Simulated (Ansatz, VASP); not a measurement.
Two plane-wave programs on CaO

```
Ca O
1.0
     0.00000    2.45350    2.45350
     2.45350    0.00000    2.45350
     2.45350    2.45350    0.00000
Ca O
1 1
Direct
  0.00000 0.00000 0.00000
  0.50000 0.50000 0.50000
```

Alike in both runs: task relaxation of cell and atoms; functional PBE; dispersion D3(BJ); k mesh 8 × 8 × 8; occupations gaussian, width 0.02 eV; no spin polarisation.

|  | VASP | Ansatz |
| --- | --- | --- |
| version | VASP 6.6.1 | Ansatz 0.2.0 |
| potentials or method | VASP PAW PBE potentials, release 64 (Ca_sv, O), cutoff 600 eV | scalar-relativistic, plane waves, PAW |
| valence electrons in the cell | 16 | 16 |

```csv
,VASP,Ansatz,Ansatz less VASP
"gap on the k mesh at the Fermi level, each at its own relaxed structure (eV)",3.63,3.65,+0.017
relaxed volume (Å³/atom),13.74,13.68,-0.056
relaxed cell length with the largest relative difference (Å),3.387,3.382,-0.0046
```
